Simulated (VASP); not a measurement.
# Eu (Pm-3m) in VASP: a series of runs, part 2 of 2

VASP 6.6.1. Earlier steps stand in the parts before.

## Step 3: Single point, LDA, collinear spin, ferromagnetic start (25.91 Å³/atom)

The input, INCAR:

```
ALGO = Normal
EDIFF = 1E-7
ENCUT = 520
GGA = CA
ISIF = 2
ISMEAR = -1
ISPIN = 2
LASPH = T
LCHARG = F
LMAXMIX = 6
LORBIT = 11
LREAL = F
LWAVE = F
MAGMOM = 7
NBANDS = 18
NELM = 150
PREC = Accurate
SIGMA = 0.05
```

The input, KPOINTS:

```
k-points
0
Gamma
  11 11 11
```

The input, POSCAR:

```
Eu
1.0
    2.9589484411      0.0000000000      0.0000000000
    0.0000000000      2.9589484411      0.0000000000
    0.0000000000      0.0000000000      2.9589484411
Eu
1
Direct
    0.0000000000      0.0000000000      0.0000000000
```

Potentials or basis: VASP PAW PBE potentials, release 64 (Eu).

Run with:

```console
> cat potpaw_PBE.64/Eu/POTCAR > POTCAR
> mpirun -np 1 vasp_std > vasp.out
```

OUTCAR:

```text
EDIFF = 1E-7
   ENCUT = 520
   GGA = CA
   ISIF = 2
   ISMEAR = -1
   ISPIN = 2
   LASPH = T
   LORBIT = 11
   LREAL = F
   NELM = 150
   PREC = Accurate

 ion  position               nearest neighbor table
   1  0.000  0.000  0.000-

  LATTYP: Found a simple cubic cell.
 ALAT       =     2.9589484411

  Lattice vectors:

 A1 = (   2.9589484411,   0.0000000000,   0.0000000000)
 A2 = (   0.0000000000,   2.9589484411,   0.0000000000)
 A3 = (   0.0000000000,   0.0000000000,   2.9589484411)

Analysis of symmetry for initial positions (statically):
=====================================================================
 Subroutine PRICEL returns:
 Original cell was already a primitive cell.

 Routine SETGRP: Setting up the symmetry group for a
 simple cubic supercell.

 Subroutine GETGRP returns: Found 48 space group operations
 (whereof 48 operations were pure point group operations)
 out of a pool of 48 trial point group operations.

The static configuration has the point symmetry O_h .

Analysis of symmetry for dynamics (positions and initial velocities):
=====================================================================
 Subroutine PRICEL returns:
 Original cell was already a primitive cell.

 Routine SETGRP: Setting up the symmetry group for a
 simple cubic supercell.

 Subroutine GETGRP returns: Found 48 space group operations
 (whereof 48 operations were pure point group operations)
 out of a pool of 48 trial point group operations.

The dynamic configuration has the point symmetry O_h .

Analysis of structural, dynamic, and magnetic symmetry:
=====================================================================
 Subroutine PRICEL returns:
 Original cell was already a primitive cell.

 Routine SETGRP: Setting up the symmetry group for a
 simple cubic supercell.

 Subroutine GETGRP returns: Found 48 space group operations
 (whereof 48 operations were pure point group operations)
 out of a pool of 48 trial point group operations.

The overall configuration has the point symmetry O_h .

 Subroutine INISYM returns: Found 48 space group operations
 (whereof 48 operations are pure point group operations),
 and found     1 'primitive' translations

----------------------------------------------------------------------------------------

                                     Primitive cell

  volume of cell :      25.9067

  direct lattice vectors                    reciprocal lattice vectors
     2.958948441  0.000000000  0.000000000     0.337957900  0.000000000  0.000000000
     0.000000000  2.958948441  0.000000000     0.000000000  0.337957900  0.000000000
     0.000000000  0.000000000  2.958948441     0.000000000  0.000000000  0.337957900

  length of vectors
     2.958948441  2.958948441  2.958948441     0.337957900  0.337957900  0.337957900

  position of ions in fractional coordinates (direct lattice)
     0.000000000  0.000000000  0.000000000

  ion indices of the primitive-cell ions
   primitive index   ion index
                 1           1

----------------------------------------------------------------------------------------

 KPOINTS: k-points

[... 51 lines left out ...]
   total plane-waves  NPLWV =  13824
   dimension x,y,z NGX =    24 NGY =   24 NGZ =   24
   dimension x,y,z NGXF=    48 NGYF=   48 NGZF=   48
   ions per type =               1
   NGX,Y,Z   is equivalent  to a cutoff of  13.48, 13.48, 13.48 a.u.
   NGXF,Y,Z  is equivalent  to a cutoff of  26.97, 26.97, 26.97 a.u.
 SYSTEM =  unknown system
   PREC   = accura    normal or accurate (medium, high low for compatibility)
   ISTART =      0    job   : 0-new  1-cont  2-samecut
   ICHARG =      2    charge: 1-file 2-atom 10-const
   ISPIN  =      2    spin polarized calculation?
   LNONCOLLINEAR =      F non collinear calculations
   LSORBIT =      F    spin-orbit coupling
   LASPH  =      T    aspherical Exc in radial PAW
   ENCUT  =  520.0 eV  38.22 Ry    6.18 a.u.   5.50  5.50  5.50*2*pi/ulx,y,z
   NELM   =    150;   NELMIN=  2; NELMDL= -5     # of ELM steps
   EDIFF  = 0.1E-06   stopping-criterion for ELM
   LREAL  =      F    real-space projection
   EDIFFG = 0.1E-05   stopping-criterion for IOM
   NSW    =      0    number of steps for IOM
   IBRION =     -1    ionic relax: 0-MD 1-quasi-New 2-CG
   NFREE  =      0    steps in history (QN), initial steepest desc. (CG)
   ISIF   =      2    stress and relaxation
   ISYM   =      2    0-nonsym 1-usesym 2-fastsym
   POTIM  = 0.5000    time-step for ionic-motion
   TEBEG  =    0.0;   TEEND  =   0.0 temperature during run
   PSTRESS=    0.0 pullay stress
   NELECT =      17.0000    total number of electrons
   NUPDOWN=      -1.0000    fix difference up-down
   EMIN   =  10.00;   EMAX   =-10.00  energy-range for DOS
   EFERMI =   0.00;   METHOD = LEGACY
   ISMEAR =    -1;   SIGMA  =   0.05  broadening in eV -4-tet -1-fermi 0-gaus
   EFERMI_NEDOS =   21; number of points for ismear=-14 and -15
   IALGO  =     38    algorithm
   IMIX   =      4    mixing-type and parameters
     AMIX     =   0.40;   BMIX     =  1.00
     AMIX_MAG =   1.60;   BMIX_MAG =  1.00
  volume/ion in A,a.u.               =      25.91       174.83
  Fermi-wavevector in a.u.,A,eV,Ry     =   1.422614  2.688351 27.535886  2.023831
  Thomas-Fermi vector in A             =   2.543299
   LORBIT       =     11    0 simple, 1 ext, 2 COOP (PROOUT), +10 PAW based schemes
   GGA     = CA    functional components
   LHFCALC =     F    Hartree Fock is set to
   AEXX    =    0.0000 exact exchange contribution
   IVDW    =     0    specifies the selected vdW correction
   LEPSILON=     F    determine dielectric tensor
   LRPA    =     F    only Hartree local field effects (RPA)
 spin polarized calculation
  energy-cutoff  :      520.00
  volume of cell :       25.91
 maximum number of plane-waves:       739
 NGX is ok and might be reduce to    24
   NGX = 11   NGY = 11   NGZ = 11

 number of electron      16.9999995 magnetization       7.1982205

 Free energy of the ion-electron system (eV)
  ---------------------------------------------------
  ext. energy  EPLUGINS =         0.00000000
  ---------------------------------------------------
  free energy    TOTEN  =       -10.90311551 eV

  energy without entropy =      -10.89284363  energy(sigma->0) =      -10.89797957

 E-fermi :   3.7873     XC(G=0): -11.2833

 val. band max:        3.7760933541   @ k =   0.1818   0.0909   0.0909
 cond. band min:       3.7925160325   @ k =   0.0909   0.0000   0.0000
 fundamental gap:      0.0164226784
 Fermi energy:         3.7872762523

 spin component 1

 k-point     1 :       0.0000    0.0000    0.0000
  band No.  band energies     occupation
      1     -37.8146      1.00000
      2     -15.4540      1.00000
      3     -15.4540      1.00000
      4     -15.4540      1.00000
      5      -0.4097      1.00000
      6       2.5386      1.00000
[... 493 lines left out ...]
     17      11.5386      0.00000
     18      15.2499      0.00000

 [... further k-points ...]

 spin component 2

 k-point     1 :       0.0000    0.0000    0.0000
  band No.  band energies     occupation
      1     -35.0369      1.00000
      2     -13.1809      1.00000
      3     -13.1809      1.00000
      4     -13.1809      1.00000
      5       0.4504      1.00000
      6       3.7202      0.79261
[... 493 lines left out ...]
     17      13.0439      0.00000
     18      16.5480      0.00000

 [... further k-points ...]

------------------------ aborting loop because EDIFF is reached ----------------------------------------

  FORCE on cell =-STRESS in cart. coord.  units (eV):
  Direction    XX          YY          ZZ          XY          YZ          ZX
  --------------------------------------------------------------------------------------
  -------------------------------------------------------------------------------------
  Total        1.2417659      1.2417659      1.2417659     -0.0000000     -0.0000000      0.0000000
  in kB       76.7959153     76.7959153     76.7959153     -0.0000000     -0.0000000      0.0000000
  external PRESSURE =      76.7959153 kB  Pullay stress =       0.0000000 kB

 VOLUME and BASIS-vectors are now :
 -----------------------------------------------------------------------------
  energy-cutoff  :      520.00
  volume of cell :       25.91
      direct lattice vectors                 reciprocal lattice vectors
     2.958948441  0.000000000  0.000000000     0.337957900  0.000000000  0.000000000
     0.000000000  2.958948441  0.000000000     0.000000000  0.337957900  0.000000000
     0.000000000  0.000000000  2.958948441     0.000000000  0.000000000  0.337957900

 POSITION                                       TOTAL-FORCE (eV/Angst)
 -----------------------------------------------------------------------------------
      0.00000      0.00000      0.00000         0.000000      0.000000      0.000000
 -----------------------------------------------------------------------------------
    total drift:                                0.000000      0.000000      0.000000

  FREE ENERGIE OF THE ION-ELECTRON SYSTEM (eV)
  ---------------------------------------------------
  free  energy   TOTEN  =       -10.9031155054 eV

  energy  without entropy=      -10.8928436270  energy(sigma->0) =      -10.89797957

 total charge

# of ion       s       p       d       f       tot
--------------------------------------------------
    1        2.085   5.623   0.703   6.554  14.965

 magnetization (x)

# of ion       s       p       d       f       tot
--------------------------------------------------
    1        0.019  -0.067   0.276   6.512   6.740
```

stdout:

```text
POSCAR found type information on POSCAR Eu
 POSCAR found :  1 types and       1 ions
 scaLAPACK will be used
 -----------------------------------------------------------------------------
|                                                                             |
|                                                                             |
|     You enforced a specific xc type in the INCAR file but a different       |
|     I HOPE YOU KNOW WHAT YOU ARE DOING!                                     |
|                                                                             |
 -----------------------------------------------------------------------------

 LDA part: xc-table for (Slater(with rela. corr.)+CA(PZ))
 , standard interpolation
 POSCAR, INCAR and KPOINTS ok, starting setup
 FFT: planning ... GRIDC
 FFT: planning ... GRID_SOFT
 FFT: planning ... GRID
 WAVECAR not read
 entering main loop
```

Wall time 38 s (1 thread of Intel Xeon Platinum 8488C (Sapphire Rapids), shared host); peak memory 0.18 GiB.

What came out:

| Quantity | Value |
| --- | --- |
| Free energy | -10.9031 eV |
| Pressure | 7.7 GPa |
| Net moment | 7.20 μB per cell |
| Site moments | Eu +6.74 μB |
| Valence electrons inside the program's atomic spheres | Eu 14.96 |

Caveat: the cell stands under pressure; the PAW data sets were made with another functional, which shifts forces and pressure a little; spin-orbit coupling is left out, which moves the levels of the heavy elements; semilocal functionals describe open f shells poorly, which spoils levels, moments and volumes. The state reached can hang on the start; a lower one may exist.

## Step 4: Single point, LDA, collinear spin, ferromagnetic start (29.23 Å³/atom)

This run uses another cell than the first one, of 29.23 Å³/atom.

The input, INCAR:

```
PREC = Accurate ; ENCUT = 520
EDIFF = 1E-6 ; ISMEAR = -1
SIGMA = 0.05 ; LREAL = F
LASPH = T ; NELM = 150
ALGO = Normal ; ISIF = 2
LWAVE = F ; LCHARG = F
ISPIN = 2 ; MAGMOM = 7
LORBIT = 11 ; LMAXMIX = 6
GGA = CA ; NBANDS = 18
```

The input, KPOINTS:

```
Automatic mesh
0
Gamma
  11 11 11
```

The input, POSCAR:

```
Eu
1.0
    3.0803501577      0.0000000000      0.0000000000
    0.0000000000      3.0803501577      0.0000000000
    0.0000000000      0.0000000000      3.0803501577
Eu
1
Direct
    0.0000000000      0.0000000000      0.0000000000
```

Potentials or basis: VASP PAW PBE potentials, release 64 (Eu).

Run with:

```console
> cat potpaw_PBE.64/Eu/POTCAR > POTCAR
> mpirun -np 1 vasp_std > vasp.out
```

OUTCAR:

```text
PREC = Accurate
   ENCUT = 520
   EDIFF = 1E-6
   ISMEAR = -1
   LREAL = F
   LASPH = T
   NELM = 150
   ISIF = 2
   ISPIN = 2
   LORBIT = 11
   GGA = CA

 ion  position               nearest neighbor table
   1  0.000  0.000  0.000-

  LATTYP: Found a simple cubic cell.
 ALAT       =     3.0803501577

  Lattice vectors:

 A1 = (   3.0803501577,   0.0000000000,   0.0000000000)
 A2 = (   0.0000000000,   3.0803501577,   0.0000000000)
 A3 = (   0.0000000000,   0.0000000000,   3.0803501577)

Analysis of symmetry for initial positions (statically):
=====================================================================
 Subroutine PRICEL returns:
 Original cell was already a primitive cell.

 Routine SETGRP: Setting up the symmetry group for a
 simple cubic supercell.

 Subroutine GETGRP returns: Found 48 space group operations
 (whereof 48 operations were pure point group operations)
 out of a pool of 48 trial point group operations.

The static configuration has the point symmetry O_h .

Analysis of symmetry for dynamics (positions and initial velocities):
[... 687 lines left out ...]

 k-point     1 :       0.0000    0.0000    0.0000
  band No.  band energies     occupation
      1     -35.5409      1.00000
      2     -14.0787      1.00000
      3     -14.0787      1.00000
      4     -14.0787      1.00000
      5      -0.2867      1.00000
      6       3.2902      0.02697
[... 493 lines left out ...]
     17      11.5582      0.00000
     18      14.7650      0.00000

 [... further k-points ...]

------------------------ aborting loop because EDIFF is reached ----------------------------------------

  FORCE on cell =-STRESS in cart. coord.  units (eV):
  Direction    XX          YY          ZZ          XY          YZ          ZX
  --------------------------------------------------------------------------------------
  -------------------------------------------------------------------------------------
  Total        0.5150835      0.5150835      0.5150835     -0.0000000      0.0000000     -0.0000000
  in kB       28.2350095     28.2350095     28.2350095     -0.0000000      0.0000000     -0.0000000
  external PRESSURE =      28.2350095 kB  Pullay stress =       0.0000000 kB

 VOLUME and BASIS-vectors are now :
 -----------------------------------------------------------------------------
  energy-cutoff  :      520.00
  volume of cell :       29.23
      direct lattice vectors                 reciprocal lattice vectors
     3.080350158  0.000000000  0.000000000     0.324638417  0.000000000  0.000000000
     0.000000000  3.080350158  0.000000000     0.000000000  0.324638417  0.000000000
     0.000000000  0.000000000  3.080350158     0.000000000  0.000000000  0.324638417

 POSITION                                       TOTAL-FORCE (eV/Angst)
 -----------------------------------------------------------------------------------
      0.00000      0.00000      0.00000         0.000000      0.000000      0.000000
 -----------------------------------------------------------------------------------
    total drift:                                0.000000      0.000000      0.000000

  FREE ENERGIE OF THE ION-ELECTRON SYSTEM (eV)
  ---------------------------------------------------
  free  energy   TOTEN  =       -11.0093641952 eV

  energy  without entropy=      -10.9999848362  energy(sigma->0) =      -11.00467452

 total charge

# of ion       s       p       d       f       tot
--------------------------------------------------
    1        2.084   5.626   0.592   6.569  14.871

 magnetization (x)

# of ion       s       p       d       f       tot
--------------------------------------------------
    1        0.015  -0.072   0.226   6.543   6.713
```

stdout:

```text
POSCAR found type information on POSCAR Eu
 POSCAR found :  1 types and       1 ions
 scaLAPACK will be used
 -----------------------------------------------------------------------------
|                                                                             |
|                                                                             |
|     You enforced a specific xc type in the INCAR file but a different       |
|     I HOPE YOU KNOW WHAT YOU ARE DOING!                                     |
|                                                                             |
 -----------------------------------------------------------------------------

 LDA part: xc-table for (Slater(with rela. corr.)+CA(PZ))
 , standard interpolation
 POSCAR, INCAR and KPOINTS ok, starting setup
 FFT: planning ... GRIDC
 FFT: planning ... GRID_SOFT
 FFT: planning ... GRID
 WAVECAR not read
 entering main loop
```

It took 30 s on 1 thread of Intel Xeon Platinum 8488C (Sapphire Rapids), shared host; peak memory 0.18 GiB.

Results:

| Quantity | Value |
| --- | --- |
| Free energy | -11.0094 eV |
| Pressure | 2.8 GPa |
| Net moment | 7.17 μB per cell |
| Site moments | Eu +6.71 μB |
| Valence electrons inside the program's atomic spheres | Eu 14.87 |

Caveat: the PAW data sets were made with another functional, which shifts forces and pressure a little; spin-orbit coupling is left out, which moves the levels of the heavy elements; semilocal functionals describe open f shells poorly, which spoils levels, moments and volumes.
